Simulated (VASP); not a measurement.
# Tl (Fm-3m) in VASP: notebook, part 2 of 2

VASP 6.6.1. The steps go on from the part before.

## 4. Single point, RPBE

This run uses another cell than the first one, of 33.51 Å³/atom.

File INCAR:

```
SYSTEM = Tl
  ALGO = Normal
  EDIFF = 1E-6
  ENCUT = 520
  GGA = RP
  ISIF = 2
  ISMEAR = -1
  LASPH = .True.
  LCHARG = .False.
  LREAL = .False.
  LWAVE = .False.
  NBANDS = 12
  NELM = 100
  PREC = Accurate
  SIGMA = 0.1
```

File KPOINTS:

```
k-points
0
Gamma
  17 17 17
  0 0 0
```

File POSCAR:

```
Tl
1.0
    0.0000000000      2.5589372917      2.5589372917
    2.5589372917      0.0000000000      2.5589372917
    2.5589372917      2.5589372917      0.0000000000
Tl
1
Direct
    0.0000000000      0.0000000000      0.0000000000
```

Potentials or basis: VASP PAW PBE potentials, release 64 (Tl_d).

Started as:

```
cat potpaw_PBE.64/Tl_d/POTCAR > POTCAR
mpirun -np 1 vasp_std > vasp.out
```

OUTCAR:

```text
SYSTEM = Tl
   EDIFF = 1E-6
   ENCUT = 520
   GGA = RP
   ISIF = 2
   ISMEAR = -1
   LASPH = .True.
   LREAL = .False.
   NELM = 100
   PREC = Accurate

 ion  position               nearest neighbor table
   1  0.000  0.000  0.000-

  LATTYP: Found a face centered cubic cell.
 ALAT       =     5.1178745834

  Lattice vectors:

 A1 = (   0.0000000000,   2.5589372917,   2.5589372917)
 A2 = (   2.5589372917,   0.0000000000,   2.5589372917)
 A3 = (   2.5589372917,   2.5589372917,   0.0000000000)

Analysis of symmetry for initial positions (statically):
=====================================================================
 Subroutine PRICEL returns:
 Original cell was already a primitive cell.

 Routine SETGRP: Setting up the symmetry group for a
 face centered cubic supercell.

 Subroutine GETGRP returns: Found 48 space group operations
 (whereof 48 operations were pure point group operations)
 out of a pool of 48 trial point group operations.

The static configuration has the point symmetry O_h .

Analysis of symmetry for dynamics (positions and initial velocities):
=====================================================================
 Subroutine PRICEL returns:
 Original cell was already a primitive cell.

 Routine SETGRP: Setting up the symmetry group for a
 face centered cubic supercell.

 Subroutine GETGRP returns: Found 48 space group operations
 (whereof 48 operations were pure point group operations)
 out of a pool of 48 trial point group operations.

The dynamic configuration has the point symmetry O_h .

 Subroutine INISYM returns: Found 48 space group operations
 (whereof 48 operations are pure point group operations),
 and found     1 'primitive' translations

----------------------------------------------------------------------------------------

                                     Primitive cell

  volume of cell :      33.5127

  direct lattice vectors                    reciprocal lattice vectors
[... 105 lines left out ...]
     AMIX_MAG =   1.60;   BMIX_MAG =  1.00
  volume/ion in A,a.u.               =      33.51       226.15
  Fermi-wavevector in a.u.,A,eV,Ry     =   1.193950  2.256239 19.395346  1.425518
  Thomas-Fermi vector in A             =   2.329952
   LORBIT       =      0    0 simple, 1 ext, 2 COOP (PROOUT), +10 PAW based schemes
   GGA     = RP    functional components
   LHFCALC =     F    Hartree Fock is set to
   AEXX    =    0.0000 exact exchange contribution
   IVDW    =     0    specifies the selected vdW correction
   LEPSILON=     F    determine dielectric tensor
   LRPA    =     F    only Hartree local field effects (RPA)
 non-spin polarized calculation
  energy-cutoff  :      520.00
  volume of cell :       33.51
 maximum number of plane-waves:       926
   NGX = 13   NGY = 13   NGZ = 13

 number of electron      12.9999997 magnetization

 Free energy of the ion-electron system (eV)
  ---------------------------------------------------
  ext. energy  EPLUGINS =         0.00000000
  ---------------------------------------------------
  free energy    TOTEN  =        -1.82552765 eV

  energy without entropy =       -1.80166764  energy(sigma->0) =       -1.81359764

 E-fermi :   5.1933     XC(G=0):  -9.2848

 val. band max:        5.1804723703   @ k =  -0.3529   0.3529   0.0000
 cond. band min:       5.1979579384   @ k =  -0.4118   0.3529   0.1765
 fundamental gap:      0.0174855682
 Fermi energy:         5.1932517839

 k-point     1 :       0.0000    0.0000    0.0000
  band No.  band energies     occupation
      1      -6.3205      2.00000
      2      -6.3205      2.00000
      3      -6.3205      2.00000
      4      -6.1414      2.00000
      5      -6.1414      2.00000
      6      -3.8544      2.00000
      7      14.1666      0.00000
      8      14.1666      0.00000
      9      14.1666      0.00000
     10      15.8549      0.00000
     11      17.5498      0.00000
     12      18.8527      0.00000
[... 331 lines left out ...]
 k-point    24 :      -0.1176    0.0588    0.0000
  band No.  band energies     occupation
      1      -6.3309      2.00000
      2      -6.2885      2.00000
      3      -6.2836      2.00000
      4      -6.1565      2.00000
      5      -6.1278      2.00000
      6      -3.4480      2.00000
      7      11.0700      0.00000
      8      12.7402      0.00000
      9      14.2269      0.00000
     10      15.8072      0.00000
     11      18.2189      0.00000
     12      18.8849      0.00000

 [... further k-points ...]
[... 5 lines left out ...]
  --------------------------------------------------------------------------------------
  -------------------------------------------------------------------------------------
  Total       -0.0134363     -0.0134363     -0.0134363      0.0000000     -0.0000000      0.0000000
  in kB       -0.6423619     -0.6423619     -0.6423619      0.0000000     -0.0000000      0.0000000
  external PRESSURE =      -0.6423619 kB  Pullay stress =       0.0000000 kB

 VOLUME and BASIS-vectors are now :
 -----------------------------------------------------------------------------
  energy-cutoff  :      520.00
  volume of cell :       33.51
      direct lattice vectors                 reciprocal lattice vectors
     0.000000000  2.558937292  2.558937292    -0.195393612  0.195393612  0.195393612
     2.558937292  0.000000000  2.558937292     0.195393612 -0.195393612  0.195393612
     2.558937292  2.558937292  0.000000000     0.195393612  0.195393612 -0.195393612

 POSITION                                       TOTAL-FORCE (eV/Angst)
 -----------------------------------------------------------------------------------
      0.00000      0.00000      0.00000         0.000000      0.000000      0.000000
 -----------------------------------------------------------------------------------
    total drift:                               -0.000000     -0.000000     -0.000000

  FREE ENERGIE OF THE ION-ELECTRON SYSTEM (eV)
  ---------------------------------------------------
  free  energy   TOTEN  =        -1.8255276456 eV

  energy  without entropy=       -1.8016676360  energy(sigma->0) =       -1.81359764
```

Run time: 60 s. Hardware: 1 thread of Intel Xeon 8259CL, shared host; peak memory 0.2 GiB.

Results:

* Free energy: -1.8255 eV
* Pressure: -0.1 GPa
* Band gap on the k mesh: zero (an odd number of electrons rules out a gap without spin polarisation)

Caveat: the PAW data sets were made with another functional, which shifts forces and pressure a little; spin-orbit coupling is left out, which moves the levels of the heavy elements.

## 5. The runs side by side

| task | cell | k mesh | cutoff (eV) | gap on the mesh (eV) | pressure (GPa) |
| --- | --- | --- | --- | --- | --- |
| single point | a = 3.758 Å, angles 60.0°, 1 atom | 12 × 12 × 12 | 520 | none | -1.7 |
| relaxation of cell and atoms | relaxed from a = 3.410 Å, angles 60.0°, 1 atom | 11 × 11 × 11 | 600 | none | 0.0 |
| single point | a = 3.619 Å, angles 60.0°, 1 atom | 17 × 17 × 17 | 520 | none | -0.1 |

Alike in all rows: level RPBE; potentials or basis VASP PAW PBE potentials, release 64 (Tl_d); no spin polarisation; smearing fermi-dirac 0.1 eV.

Caveats: the PAW data sets were made with another functional, which shifts forces and pressure a little; spin-orbit coupling is left out, which moves the levels of the heavy elements; the volume moved by over 15 % at a fixed basis, so the end points are rough (at least some runs).

Absolute energies hang on the potentials; compare differences alone.
